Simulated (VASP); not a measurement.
# LiCaF3 (Pm-3m) in VASP: further runs

Aim: see how the results for LiCaF3 move with the level of theory and the settings. Levels: PBEsol, RPBE, BLYP. Tasks: density of states.

Everything below comes from runs of VASP 6.6.1. Logs are shortened: lines on timing, memory, paths and dates and some standing lists are left out, and cuts for length are marked.

## 1. The cell of the first run

It takes space group Pm-3m (No. 221, cubic). The conventional cell has a = 3.761 Å, b = 3.761 Å, c = 3.761 Å, α = 90.00°, β = 90.00°, γ = 90.00°. Within 3.5 Å of Ca (site symmetry m-3m) lie 12 F at 2.66 Å and 8 Li at 3.26 Å. F (site symmetry 4/mmm) has 2 Li at 1.88 Å within 2.5 Å. Within 2.5 Å of Li (site symmetry m-3m) lie 6 F at 1.88 Å.

## 2. Density of states, PBEsol

File POSCAR:

```
LiCaF3
1.0
    3.7612440000      0.0000000000      0.0000000000
    0.0000000000      3.7612440000      0.0000000000
    0.0000000000      0.0000000000      3.7612440000
Ca F Li
1 3 1
Direct
    0.0000000000      0.0000000000      0.0000000000
    0.5000000000      0.0000000000      0.5000000000
    0.5000000000      0.5000000000      0.0000000000
    0.0000000000      0.5000000000      0.5000000000
    0.5000000000      0.5000000000      0.5000000000
```

File INCAR.step1:

```
SYSTEM = LiCaF3
PREC = Accurate
ENCUT = 520
EDIFF = 1E-6
ISMEAR = -1
SIGMA = 0.05
LREAL = .False.
LASPH = .True.
NELM = 80
ALGO = Normal
ISIF = 2
LWAVE = .False.
LCHARG = .True.
GGA = PS
NBANDS = 25
```

File KPOINTS.step1:

```
regular mesh
0
Gamma
  7 7 7
  0 0 0
```

File INCAR.step2:

```
SYSTEM = LiCaF3
PREC = Accurate
ENCUT = 520
EDIFF = 1E-6
ISMEAR = -5
SIGMA = 0.05
LREAL = .False.
LASPH = .True.
NELM = 80
ALGO = Normal
ISIF = 2
LWAVE = .False.
LCHARG = .False.
GGA = PS
LORBIT = 11
NBANDS = 25
NEDOS = 2001
ICHARG = 11
```

File KPOINTS.step2:

```
regular mesh
0
Gamma
  11 11 11
  0 0 0
```

Potentials or basis: VASP PAW PBE potentials, release 64 (Ca_sv, F, Li_sv).

Started as:

```console
$ cat potpaw_PBE.64/Ca_sv/POTCAR potpaw_PBE.64/F/POTCAR potpaw_PBE.64/Li_sv/POTCAR > POTCAR
$ cp INCAR.step1 INCAR
$ cp KPOINTS.step1 KPOINTS
$ mpirun -np 1 vasp_std > vasp.out
$ cp INCAR.step2 INCAR
$ cp KPOINTS.step2 KPOINTS
$ mpirun -np 1 vasp_std > vasp.out
```

OUTCAR:

```text
SYSTEM = LiCaF3
   PREC = Accurate
   ENCUT = 520
   EDIFF = 1E-6
   ISMEAR = -5
   LREAL = .False.
   LASPH = .True.
   NELM = 80
   ISIF = 2
   GGA = PS
   LORBIT = 11
   ICHARG = 11

 ion  position               nearest neighbor table
   1  0.000  0.000  0.000-
   2  0.500  0.000  0.500-   5 1.88   5 1.88
   3  0.500  0.500  0.000-   5 1.88   5 1.88
   4  0.000  0.500  0.500-   5 1.88   5 1.88
   5  0.500  0.500  0.500-   2 1.88   3 1.88   4 1.88   3 1.88   2 1.88   4 1.88

  LATTYP: Found a simple cubic cell.
 ALAT       =     3.7612440000

  Lattice vectors:

 A1 = (   3.7612440000,   0.0000000000,   0.0000000000)
 A2 = (   0.0000000000,   3.7612440000,   0.0000000000)
 A3 = (   0.0000000000,   0.0000000000,   3.7612440000)

Analysis of symmetry for initial positions (statically):
=====================================================================
 Subroutine PRICEL returns:
 Original cell was already a primitive cell.

 Routine SETGRP: Setting up the symmetry group for a
 simple cubic supercell.

 Subroutine GETGRP returns: Found 48 space group operations
 (whereof 48 operations were pure point group operations)
 out of a pool of 48 trial point group operations.

The static configuration has the point symmetry O_h .

Analysis of symmetry for dynamics (positions and initial velocities):
=====================================================================
 Subroutine PRICEL returns:
 Original cell was already a primitive cell.

 Routine SETGRP: Setting up the symmetry group for a
 simple cubic supercell.

 Subroutine GETGRP returns: Found 48 space group operations
 (whereof 48 operations were pure point group operations)
 out of a pool of 48 trial point group operations.

The dynamic configuration has the point symmetry O_h .

 Subroutine INISYM returns: Found 48 space group operations
 (whereof 48 operations are pure point group operations),
 and found     1 'primitive' translations

----------------------------------------------------------------------------------------

                                     Primitive cell

  volume of cell :      53.2102

  direct lattice vectors                    reciprocal lattice vectors
     3.761244000  0.000000000  0.000000000     0.265869484  0.000000000  0.000000000
     0.000000000  3.761244000  0.000000000     0.000000000  0.265869484  0.000000000
     0.000000000  0.000000000  3.761244000     0.000000000  0.000000000  0.265869484

  length of vectors
     3.761244000  3.761244000  3.761244000     0.265869484  0.265869484  0.265869484

  position of ions in fractional coordinates (direct lattice)
     0.000000000  0.000000000  0.000000000
     0.500000000  0.000000000  0.500000000
     0.500000000  0.500000000  0.000000000
     0.000000000  0.500000000  0.500000000
     0.500000000  0.500000000  0.500000000

  ion indices of the primitive-cell ions
   primitive index   ion index
                 1           1
                 2           2
                 3           3
                 4           4
                 5           5

----------------------------------------------------------------------------------------

 KPOINTS: regular mesh

Automatic generation of k-mesh.
 Grid dimensions read from file:
 generate k-points for:   11   11   11

 Generating k-lattice:

  Cartesian coordinates                     Fractional coordinates (reciprocal lattice)
     0.024169953  0.000000000  0.000000000     0.090909091  0.000000000  0.000000000
     0.000000000  0.024169953  0.000000000     0.000000000  0.090909091  0.000000000
     0.000000000  0.000000000  0.024169953     0.000000000  0.000000000  0.090909091

  Length of vectors
     0.024169953  0.024169953  0.024169953

  Shift w.r.t. Gamma in fractional coordinates (k-lattice)
     0.000000000  0.000000000  0.000000000

 TETIRR: Found    651 inequivalent tetrahedra from     7986

 Subroutine IBZKPT returns following result:
 ===========================================

 Found     56 irreducible k-points:

 Following reciprocal coordinates:
            Coordinates               Weight
  0.000000  0.000000  0.000000      1.000000
  0.090909  0.000000  0.000000      6.000000
  0.181818  0.000000  0.000000      6.000000
  0.272727  0.000000  0.000000      6.000000
  0.363636  0.000000  0.000000      6.000000
  0.454545  0.000000  0.000000      6.000000
[... 16 lines left out ...]
  0.181818  0.090909  0.090909     24.000000
  0.272727  0.090909  0.090909     24.000000
 [... further k-points ...]
   k-points           NKPTS =     56   k-points in BZ     NKDIM =     56   number of bands    NBANDS=     25
   number of dos      NEDOS =   2001   number of ions     NIONS =      5
   total plane-waves  NPLWV =  21952
   dimension x,y,z NGX =    28 NGY =   28 NGZ =   28
   dimension x,y,z NGXF=    56 NGYF=   56 NGZF=   56
   ions per type =               1   3   1
   NGX,Y,Z   is equivalent  to a cutoff of  12.38, 12.38, 12.38 a.u.
   NGXF,Y,Z  is equivalent  to a cutoff of  24.75, 24.75, 24.75 a.u.
 SYSTEM =  LiCaF3
   PREC   = accura    normal or accurate (medium, high low for compatibility)
   ISTART =      0    job   : 0-new  1-cont  2-samecut
   ICHARG =     11    charge: 1-file 2-atom 10-const
   ISPIN  =      1    spin polarized calculation?
   LNONCOLLINEAR =      F non collinear calculations
   LSORBIT =      F    spin-orbit coupling
   LASPH  =      T    aspherical Exc in radial PAW
   ENCUT  =  520.0 eV  38.22 Ry    6.18 a.u.   6.99  6.99  6.99*2*pi/ulx,y,z
   NELM   =     80;   NELMIN=  2; NELMDL=  0     # of ELM steps
   EDIFF  = 0.1E-05   stopping-criterion for ELM
   LREAL  =      F    real-space projection
   EDIFFG = 0.1E-04   stopping-criterion for IOM
   NSW    =      0    number of steps for IOM
   IBRION =     -1    ionic relax: 0-MD 1-quasi-New 2-CG
   NFREE  =      0    steps in history (QN), initial steepest desc. (CG)
   ISIF   =      2    stress and relaxation
   ISYM   =      2    0-nonsym 1-usesym 2-fastsym
   POTIM  = 0.5000    time-step for ionic-motion
   TEBEG  =    0.0;   TEEND  =   0.0 temperature during run
   PSTRESS=    0.0 pullay stress
   NELECT =      34.0000    total number of electrons
   NUPDOWN=      -1.0000    fix difference up-down
   EMIN   =  10.00;   EMAX   =-10.00  energy-range for DOS
   EFERMI =   0.00;   METHOD = LEGACY
   ISMEAR =    -5;   SIGMA  =   0.05  broadening in eV -4-tet -1-fermi 0-gaus
   EFERMI_NEDOS =   21; number of points for ismear=-14 and -15
   IALGO  =     38    algorithm
   IMIX   =      4    mixing-type and parameters
     AMIX     =   0.40;   BMIX     =  1.00
     AMIX_MAG =   1.60;   BMIX_MAG =  1.00
  volume/ion in A,a.u.               =      10.64        71.82
  Fermi-wavevector in a.u.,A,eV,Ry     =   1.410056  2.664619 27.051883  1.988257
  Thomas-Fermi vector in A             =   2.532049
   LORBIT       =     11    0 simple, 1 ext, 2 COOP (PROOUT), +10 PAW based schemes
   GGA     = PS    functional components
   LHFCALC =     F    Hartree Fock is set to
   AEXX    =    0.0000 exact exchange contribution
   IVDW    =     0    specifies the selected vdW correction
   LEPSILON=     F    determine dielectric tensor
   LRPA    =     F    only Hartree local field effects (RPA)
 non-spin polarized calculation
 Fermi weights with tetrahedron method with Bloechl corrections
  energy-cutoff  :      520.00
  volume of cell :       53.21
 maximum number of plane-waves:      1447
 NGX is ok and might be reduce to    28

 number of electron      33.9999946 magnetization

 Free energy of the ion-electron system (eV)
  ---------------------------------------------------
  ext. energy  EPLUGINS =         0.00000000
  ---------------------------------------------------
  free energy    TOTEN  =       -26.88058717 eV

  energy without entropy =      -26.88058717  energy(sigma->0) =      -26.88058717

 E-fermi :  -0.0515     XC(G=0): -10.5357

 val. band max:       -0.0539670805   @ k =   0.4545   0.4545   0.4545
 cond. band min:       6.3886079168   @ k =   0.0000   0.0000   0.0000
 fundamental gap:      6.4425749972
 Fermi energy:        -0.0515075424

 k-point     1 :       0.0000    0.0000    0.0000
  band No.  band energies     occupation
      1     -39.5363      2.00000
      2     -37.5734      2.00000
      3     -20.2199      2.00000
      4     -19.2743      2.00000
      5     -19.2743      2.00000
      6     -18.5710      2.00000
[... 17 lines left out ...]
     24      17.2896      0.00000
     25      17.2896      0.00000

 k-point     2 :       0.0909    0.0000    0.0000
  band No.  band energies     occupation
      1     -39.5361      2.00000
      2     -37.5727      2.00000
      3     -20.2240      2.00000
      4     -19.3212      2.00000
      5     -19.2733      2.00000
      6     -18.5696      2.00000
[... 17 lines left out ...]
     24      16.7194      0.00000
     25      17.2783      0.00000

 k-point     3 :       0.1818    0.0000    0.0000
  band No.  band energies     occupation
      1     -39.5352      2.00000
      2     -37.5707      2.00000
      3     -20.2350      2.00000
      4     -19.4262      2.00000
      5     -19.2692      2.00000
      6     -18.5659      2.00000
[... 17 lines left out ...]
     24      15.5867      0.00000
     25      17.2444      0.00000

 k-point     4 :       0.2727    0.0000    0.0000
  band No.  band energies     occupation
      1     -39.5340      2.00000
      2     -37.5682      2.00000
      3     -20.2502      2.00000
      4     -19.5381      2.00000
      5     -19.2637      2.00000
      6     -18.5610      2.00000
[... 17 lines left out ...]
     24      14.2619      0.00000
     25      17.1938      0.00000

 k-point     5 :       0.3636    0.0000    0.0000
  band No.  band energies     occupation
      1     -39.5329      2.00000
      2     -37.5658      2.00000
      3     -20.2644      2.00000
      4     -19.6261      2.00000
      5     -19.2584      2.00000
      6     -18.5565      2.00000
[... 17 lines left out ...]
     24      12.8738      0.00000
     25      17.1383      0.00000

 k-point     6 :       0.4545    0.0000    0.0000
  band No.  band energies     occupation
      1     -39.5322      2.00000
      2     -37.5644      2.00000
      3     -20.2730      2.00000
      4     -19.6734      2.00000
      5     -19.2552      2.00000
      6     -18.5538      2.00000
[... 17 lines left out ...]
     24      11.5248      0.00000
     25      17.0993      0.00000
[... 393 lines left out ...]
 k-point    21 :       0.4545    0.4545    0.0000
  band No.  band energies     occupation
      1     -39.5283      2.00000
      2     -37.5556      2.00000
      3     -19.9433      2.00000
      4     -19.9032      2.00000
      5     -19.5638      2.00000
      6     -18.5379      2.00000
[... 17 lines left out ...]
     24      12.2248      0.00000
     25      12.7369      0.00000

 k-point    22 :       0.0909    0.0909    0.0909
  band No.  band energies     occupation
      1     -39.5354      2.00000
      2     -37.5712      2.00000
      3     -20.2276      2.00000
      4     -19.3398      2.00000
      5     -19.3398      2.00000
      6     -18.5392      2.00000
[... 17 lines left out ...]
     24      16.6052      0.00000
     25      16.6267      0.00000

 k-point    23 :       0.1818    0.0909    0.0909
  band No.  band energies     occupation
      1     -39.5346      2.00000
      2     -37.5693      2.00000
      3     -20.2307      2.00000
      4     -19.4458      2.00000
      5     -19.3283      2.00000
      6     -18.5442      2.00000
[... 17 lines left out ...]
     24      15.5582      0.00000
     25      16.6546      0.00000

 k-point    24 :       0.2727    0.0909    0.0909
  band No.  band energies     occupation
      1     -39.5333      2.00000
      2     -37.5667      2.00000
      3     -20.2339      2.00000
      4     -19.5627      2.00000
      5     -19.3126      2.00000
      6     -18.5510      2.00000
[... 17 lines left out ...]
     24      14.2764      0.00000
     25      16.6844      0.00000

 [... further k-points ...]

------------------------ aborting loop because EDIFF is reached ----------------------------------------

  FORCE on cell =-STRESS in cart. coord.  units (eV):
  Direction    XX          YY          ZZ          XY          YZ          ZX
  --------------------------------------------------------------------------------------
  -------------------------------------------------------------------------------------
  Total       -1.3733375     -1.3733375     -1.3733375     -0.0000000     -0.0000000     -0.0000000
  in kB      -41.3516973    -41.3516973    -41.3516973     -0.0000000     -0.0000000     -0.0000000
  external PRESSURE =     -41.3516973 kB  Pullay stress =       0.0000000 kB

 VOLUME and BASIS-vectors are now :
 -----------------------------------------------------------------------------
  energy-cutoff  :      520.00
  volume of cell :       53.21
      direct lattice vectors                 reciprocal lattice vectors
     3.761244000  0.000000000  0.000000000     0.265869484  0.000000000  0.000000000
     0.000000000  3.761244000  0.000000000     0.000000000  0.265869484  0.000000000
     0.000000000  0.000000000  3.761244000     0.000000000  0.000000000  0.265869484

 POSITION                                       TOTAL-FORCE (eV/Angst)
 -----------------------------------------------------------------------------------
      0.00000      0.00000      0.00000         0.000000      0.000000      0.000000
      1.88062      0.00000      1.88062         0.000000      0.000000      0.000000
      1.88062      1.88062      0.00000         0.000000      0.000000      0.000000
      0.00000      1.88062      1.88062         0.000000      0.000000      0.000000
      1.88062      1.88062      1.88062         0.000000      0.000000      0.000000
 -----------------------------------------------------------------------------------
    total drift:                               -0.000000      0.000000      0.000000

  FREE ENERGIE OF THE ION-ELECTRON SYSTEM (eV)
  ---------------------------------------------------
  free  energy   TOTEN  =       -26.8805871668 eV

  energy  without entropy=      -26.8805871668  energy(sigma->0) =      -26.88058717

 total charge

# of ion       s       p       d       tot
------------------------------------------
    1        2.006   5.838   0.141   7.986
    2        1.731   4.373   0.000   6.104
    3        1.731   4.373   0.000   6.104
    4        1.731   4.373   0.000   6.104
    5        2.032   0.082   0.000   2.114
--------------------------------------------------
tot          9.230  19.039   0.141  28.410
```

Run time: 30 s. Hardware: 1 thread of Intel Xeon 6975P-C (Granite Rapids), shared host; peak memory 0.18 GiB.

What came out:

- Valence electrons inside the program's atomic spheres: Ca 7.99; F 6.10; Li 2.11

Levels at points of the mesh, in eV from the valence-band top:
```tsv
k point	band 14	band 15	band 16	band 17	band 18	band 19	band 20	band 21
(0.00, 0.00, 0.00)	-0.81	-0.10	-0.10	-0.10	6.44	6.44	6.68	8.09
```

Caveat: the cutoff is under 1.25 times the usual one of these potentials, so pressure, stress and relaxed cells hold a basis-set (Pulay) error; the PAW data sets were made with another functional, which shifts forces and pressure a little.

(Part 1 of 2 ends here.)
